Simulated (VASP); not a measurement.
# Co in VASP: further runs

Co is run at these levels: revPBE; tasks: single point.

Program: VASP 6.6.1. These are calculated values, not measurements. Logs are shortened: lines on timing, memory, paths and dates and some standing lists are left out, and cuts for length are marked.

## Step 1: The cell of the first run

The typed cell holds 2 atoms: a = 4.018 Å, b = 4.018 Å, c = 3.540 Å, α = 102.65°, β = 102.65°, γ = 143.81°.

## Step 2: Single point, revPBE (11.97 Å³/atom)

INCAR

```
PREC = Accurate ; ENCUT = 520
EDIFF = 1E-6 ; ISMEAR = -1
SIGMA = 0.1 ; LREAL = F
LASPH = T ; NELM = 100
ALGO = Normal ; ISIF = 2
LWAVE = F ; LCHARG = F
GGA = RE ; NBANDS = 16
```

KPOINTS

```
Automatic mesh
0
Gamma
  21 21 14
```

POSCAR

```
Co
1.0
   -2.8876273355      2.5130591591      1.2193678869
    2.5130591591     -2.8876273355      1.2193678869
    2.1097185550      2.1097185550     -1.9053901881
Co
2
Direct
    0.9886644562      0.0113355438      1.0000000000
    0.7613355438      0.2386644562      0.5000000000
```

Potentials or basis: VASP PAW PBE potentials, release 64 (Co).

Launch:

```sh
$ cat potpaw_PBE.64/Co/POTCAR > POTCAR
$ mpirun -np 1 vasp_std > vasp.out
```

OUTCAR:

```text
PREC = Accurate
   ENCUT = 520
   EDIFF = 1E-6
   ISMEAR = -1
   LREAL = F
   LASPH = T
   NELM = 100
   ISIF = 2
   GGA = RE

 ion  position               nearest neighbor table
   1  0.989  0.011  0.000-   2 2.43   2 2.43   2 2.48   2 2.48   2 2.48   2 2.48
   2  0.761  0.239  0.500-   1 2.43   1 2.43   1 2.48   1 2.48   1 2.48   1 2.48

  Warning from LATTYP: Got some problem with cell dimensions!
  Tried to take original basis but could not verify dimensions!
  LATTYP: Found a base centered monoclinic cell.
 ALAT       =     2.4956030958
 B/A-ratio  =     3.0604722760
 C/A-ratio  =     1.0062358508
 COS(beta)  =    -0.0001316021

  Lattice vectors:

 A1 = (   2.8876273355,  -2.5130591591,  -1.2193678869)
 A2 = (  -2.5130591591,   2.8876273355,  -1.2193678869)
 A3 = (   1.7351503786,   1.7351503786,   0.5333455857)

Analysis of symmetry for initial positions (statically):
=====================================================================
 Subroutine PRICEL returns:
 Original cell was already a primitive cell.

 Routine SETGRP: Setting up the symmetry group for a
 base centered monoclinic supercell.

 Subroutine GETGRP returns: Found  4 space group operations
 (whereof  2 operations were pure point group operations)
 out of a pool of  4 trial point group operations.

The static configuration has the point symmetry C_2 .
 The point group associated with its full space group is C_2h.

Analysis of symmetry for dynamics (positions and initial velocities):
=====================================================================
 Subroutine PRICEL returns:
 Original cell was already a primitive cell.

 Routine SETGRP: Setting up the symmetry group for a
 base centered monoclinic supercell.

 Subroutine GETGRP returns: Found  4 space group operations
 (whereof  2 operations were pure point group operations)
 out of a pool of  4 trial point group operations.

The dynamic configuration has the point symmetry C_2 .
 The point group associated with its full space group is C_2h.

 Subroutine INISYM returns: Found  4 space group operations
 (whereof  2 operations are pure point group operations),
 and found     1 'primitive' translations

----------------------------------------------------------------------------------------

                                     Primitive cell

[... 82 lines left out ...]
   ISTART =      0    job   : 0-new  1-cont  2-samecut
   ICHARG =      2    charge: 1-file 2-atom 10-const
   ISPIN  =      1    spin polarized calculation?
   LNONCOLLINEAR =      F non collinear calculations
   LSORBIT =      F    spin-orbit coupling
   LASPH  =      T    aspherical Exc in radial PAW
   ENCUT  =  520.0 eV  38.22 Ry    6.18 a.u.   7.47  7.47  6.58*2*pi/ulx,y,z
   NELM   =    100;   NELMIN=  2; NELMDL= -5     # of ELM steps
   EDIFF  = 0.1E-05   stopping-criterion for ELM
   LREAL  =      F    real-space projection
   EDIFFG = 0.1E-04   stopping-criterion for IOM
   NSW    =      0    number of steps for IOM
   IBRION =     -1    ionic relax: 0-MD 1-quasi-New 2-CG
   NFREE  =      0    steps in history (QN), initial steepest desc. (CG)
   ISIF   =      2    stress and relaxation
   ISYM   =      2    0-nonsym 1-usesym 2-fastsym
   POTIM  = 0.5000    time-step for ionic-motion
   TEBEG  =    0.0;   TEEND  =   0.0 temperature during run
   PSTRESS=    0.0 pullay stress
   NELECT =      18.0000    total number of electrons
   NUPDOWN=      -1.0000    fix difference up-down
   EMIN   =  10.00;   EMAX   =-10.00  energy-range for DOS
   EFERMI =   0.00;   METHOD = LEGACY
   ISMEAR =    -1;   SIGMA  =   0.10  broadening in eV -4-tet -1-fermi 0-gaus
   EFERMI_NEDOS =   21; number of points for ismear=-14 and -15
   IALGO  =     38    algorithm
   IMIX   =      4    mixing-type and parameters
     AMIX     =   0.40;   BMIX     =  1.00
     AMIX_MAG =   1.60;   BMIX_MAG =  1.00
  volume/ion in A,a.u.               =      11.97        80.75
  Fermi-wavevector in a.u.,A,eV,Ry     =   1.488804  2.813431 30.157805  2.216536
  Thomas-Fermi vector in A             =   2.601792
   LORBIT       =      0    0 simple, 1 ext, 2 COOP (PROOUT), +10 PAW based schemes
   GGA     = RE    functional components
   LHFCALC =     F    Hartree Fock is set to
   AEXX    =    0.0000 exact exchange contribution
   IVDW    =     0    specifies the selected vdW correction
   LEPSILON=     F    determine dielectric tensor
   LRPA    =     F    only Hartree local field effects (RPA)
 non-spin polarized calculation
  energy-cutoff  :      520.00
  volume of cell :       23.93
 maximum number of plane-waves:       664
 NGX is ok and might be reduce to    30
   NGX = 15   NGY = 15   NGZ = 13

 number of electron      18.0000000 magnetization

 Free energy of the ion-electron system (eV)
  ---------------------------------------------------
  ext. energy  EPLUGINS =         0.00000000
  ---------------------------------------------------
  free energy    TOTEN  =       -12.34861832 eV

  energy without entropy =      -12.16910898  energy(sigma->0) =      -12.25886365

 E-fermi :   8.8412     XC(G=0): -12.7195

 val. band max:        8.8407604090   @ k =  -0.0952   0.0000   0.2857
 cond. band min:       8.8412657208   @ k =  -0.3333   0.3333   0.1429
 fundamental gap:      0.0005053117
 Fermi energy:         8.8412319573

 k-point     1 :       0.0000    0.0000    0.0000
  band No.  band energies     occupation
      1       0.7030      2.00000
      2       4.8067      2.00000
      3       5.7999      2.00000
      4       6.5911      2.00000
      5       7.0821      2.00000
      6       7.8269      1.99992
[... 433 lines left out ...]
      3       5.7729      2.00000
      4       6.1812      2.00000
      5       7.3611      2.00000
      6       7.5332      2.00000
[... 8 lines left out ...]
     15      21.7204      0.00000
     16      23.6248      0.00000

 [... further k-points ...]
[... 5 lines left out ...]
  --------------------------------------------------------------------------------------
  -------------------------------------------------------------------------------------
  Total       -2.1503212     -2.1503212     -1.9217419      0.0197674     -0.0343757     -0.0343757
  in kB     -143.9557907   -143.9557907   -128.6532752      1.3233513     -2.3013248     -2.3013244
  external PRESSURE =    -138.8549522 kB  Pullay stress =       0.0000000 kB

 VOLUME and BASIS-vectors are now :
 -----------------------------------------------------------------------------
  energy-cutoff  :      520.00
  volume of cell :       23.93
      direct lattice vectors                 reciprocal lattice vectors
    -2.887627335  2.513059159  1.219367887     0.122409104  0.307570750  0.476089613
     2.513059159 -2.887627335  1.219367887     0.307570750  0.122409104  0.476089613
     2.109718555  2.109718555 -1.905390188     0.275168640  0.275168640  0.084526923

 POSITION                                       TOTAL-FORCE (eV/Angst)
 -----------------------------------------------------------------------------------
     -2.82641      2.45184      1.21937         0.104000     -0.104000     -0.000000
     -0.54382      2.27897      0.26667        -0.104000      0.104000      0.000000
 -----------------------------------------------------------------------------------
    total drift:                               -0.000000      0.000000     -0.000000

  FREE ENERGIE OF THE ION-ELECTRON SYSTEM (eV)
  ---------------------------------------------------
  free  energy   TOTEN  =       -12.3486183239 eV

  energy  without entropy=      -12.1691089791  energy(sigma->0) =      -12.25886365
```

stdout:

```text
POSCAR found type information on POSCAR Co
 POSCAR found :  1 types and       2 ions
 scaLAPACK will be used
 -----------------------------------------------------------------------------
|                                                                             |
|                                                                             |
|     You enforced a specific xc type in the INCAR file but a different       |
|     I HOPE YOU KNOW WHAT YOU ARE DOING!                                     |
|                                                                             |
 -----------------------------------------------------------------------------

 LDA part: xc-table for (Slater+PW92), standard interpolation
 POSCAR, INCAR and KPOINTS ok, starting setup
 FFT: planning ... GRIDC
 FFT: planning ... GRID_SOFT
 FFT: planning ... GRID
 WAVECAR not read
 entering main loop
```

It took 5.9 min on 1 thread of Intel Xeon 6975P-C (Granite Rapids), shared host; peak memory 0.62 GiB.

Results:

- Free energy: -12.3486 eV
- Pressure: -13.9 GPa
- Largest force: 0.147 eV/Å
- Band gap on the k mesh: zero (bands 9 and 10 overlap by 1.08 eV)

Forces on the atoms (eV/Å):
```
Co   0.104 -0.104  0.000
Co  -0.104  0.104  0.000
```

Caveat: the cell stands under tension; the PAW data sets were made with another functional, which shifts forces and pressure a little; the run has no spin polarisation, though such a crystal can be magnetic. Spin polarisation is off, so any magnetic state and its effect on volume and gap are missing.

## Step 3: Single point, revPBE (11.08 Å³/atom)

This run uses another cell than the first one, of 11.08 Å³/atom.

INCAR

```
SYSTEM = Co
  PREC = Accurate
  ENCUT = 520
  EDIFF = 1E-6
  ISMEAR = -1
  SIGMA = 0.1
  LREAL = .FALSE.
  LASPH = .TRUE.
  NELM = 80
  ALGO = Normal
  ISIF = 2
  LWAVE = .FALSE.
  LCHARG = .TRUE.
  GGA = RE
  LELF = .TRUE.
  LVHAR = .TRUE.
  NBANDS = 16
```

KPOINTS

```
regular mesh
0
G
  21 21 14
  0 0 0
```

POSCAR

```
Co
1.0
   -2.8144911835      2.4494098528      1.1884844436
    2.4494098528     -2.8144911835      1.1884844436
    2.0562848258      2.0562848258     -1.8571315694
Co
2
Direct
    0.9886644562      0.0113355438      1.0000000000
    0.7613355438      0.2386644562      0.5000000000
```

Potentials or basis: VASP PAW PBE potentials, release 64 (Co).

Launch:

```sh
$ cat potpaw_PBE.64/Co/POTCAR > POTCAR
$ mpirun -np 1 vasp_std > vasp.out
```

Run time: 12 min. Hardware: 1 thread of Intel Xeon Platinum 8259CL at 2.50GHz (Skylake/Cascade Lake), shared host; peak memory 0.6 GiB.

It converged, with:

```
Free energy            : -12.4346 eV
Pressure               : -0.6 GPa
Largest force          : 0.006 eV/Å
Band gap on the k mesh : zero (bands 9 and 10 overlap by 1.22 eV)
```

Forces in eV/Å, atoms in the order of the input:
```
Co  -0.004  0.004  0.000
Co   0.004 -0.004  0.000
```

Stress tensor (GPa, compression positive):
```
-0.52  0.05  0.04
 0.05 -0.52  0.04
 0.04  0.04 -0.74
```

Levels at points of the mesh, in eV from the Fermi level:
```csv
k point,band 5,band 6,band 7,band 8,band 9,band 10,band 11,band 12,band 13,band 14
"(0.00, 0.00, 0.00)",-1.97,-1.13,-0.97,-0.41,-0.15,0.18,0.66,1.87,8.63,16.15
"(0.00, 0.00, 0.50)",-1.81,-1.81,-1.60,-1.60,0.24,0.24,2.04,2.04,10.88,10.88
```

Caveat: the PAW data sets were made with another functional, which shifts forces and pressure a little; the run has no spin polarisation, though such a crystal can be magnetic. Spin polarisation is off, so any magnetic state and its effect on volume and gap are missing.

## Step 4: Single point, revPBE (11.52 Å³/atom)

This run uses another cell than the first one, of 11.52 Å³/atom.

INCAR

```
SYSTEM = Co
ALGO = Normal
EDIFF = 1E-6
ENCUT = 520
GGA = RE
ISIF = 2
ISMEAR = -1
LASPH = .TRUE.
LCHARG = .FALSE.
LREAL = .FALSE.
LWAVE = .FALSE.
NBANDS = 16
NELM = 100
PREC = Accurate
SIGMA = 0.1
```

KPOINTS

```
k-points
0
G
  21 21 14
  0 0 0
```

POSCAR

```
Co
1.0
   -2.8515282095      2.4816426261      1.2041241903
    2.4816426261     -2.8515282095      1.2041241903
    2.0833443082      2.0833443082     -1.8815703136
Co
2
Direct
    0.9886644562      0.0113355438      1.0000000000
    0.7613355438      0.2386644562      0.5000000000
```

Launch:

```sh
$ cat potpaw_PBE.64/Co/POTCAR > POTCAR
$ mpirun -np 1 vasp_std > vasp.out
```

It took 12 min on 1 thread of Intel Xeon Platinum 8259CL at 2.50GHz (Skylake/Cascade Lake), shared host; peak memory 0.61 GiB.

Results (log left out):

```yaml
Free_energy: -12.4099 eV
Pressure: -8.0 GPa
Largest_force: 0.078 eV/Å
Band_gap_on_the_k_mesh: zero (bands 9 and 10 overlap by 1.14 eV)
```

Forces in eV/Å, atoms in the order of the input:
```
Co   0.055 -0.055  0.000
Co  -0.055  0.055  0.000
```

Stress tensor (GPa, compression positive):
```
-8.27  0.10 -0.11
 0.10 -8.27 -0.11
-0.11 -0.11 -7.51
```

Levels at points of the mesh, in eV from the Fermi level:
| k point | band 5 | band 6 | band 7 | band 8 | band 9 | band 10 | band 11 | band 12 | band 13 | band 14 |
| --- | --- | --- | --- | --- | --- | --- | --- | --- | --- | --- |
| (0.00, 0.00, 0.00) | -1.86 | -1.07 | -0.92 | -0.38 | -0.14 | 0.17 | 0.62 | 1.86 | 8.31 | 15.75 |
| (0.00, 0.00, 0.50) | -1.71 | -1.71 | -1.51 | -1.51 | 0.23 | 0.23 | 1.94 | 1.94 | 10.58 | 10.58 |

Caveat: the cell stands under tension; the PAW data sets were made with another functional, which shifts forces and pressure a little; the run has no spin polarisation, though such a crystal can be magnetic.

## Step 5: Overview

| cell | gap on the mesh (eV) | pressure (GPa) | largest force (eV/Å) |
| --- | --- | --- | --- |
| a = 4.018, b = 4.018, c = 3.540 Å, angles 102.6, 102.6, 143.8°, 2 atoms | none | -13.9 | 0.15 |
| a = 3.916, b = 3.916, c = 3.450 Å, angles 102.6, 102.6, 143.8°, 2 atoms | none | -0.6 | 0.01 |
| a = 3.967, b = 3.967, c = 3.496 Å, angles 102.6, 102.6, 143.8°, 2 atoms | none | -8.0 | 0.08 |

Alike in all rows: task single point; level revPBE; potentials or basis VASP PAW PBE potentials, release 64 (Co); no spin polarisation; k mesh 21 × 21 × 14; cutoff (eV) 520; smearing fermi-dirac 0.1 eV.

Caveats: the PAW data sets were made with another functional, which shifts forces and pressure a little; the run has no spin polarisation, though such a crystal can be magnetic; the cell stands under tension (at least some runs).

Absolute energies hang on the potentials; compare differences alone.
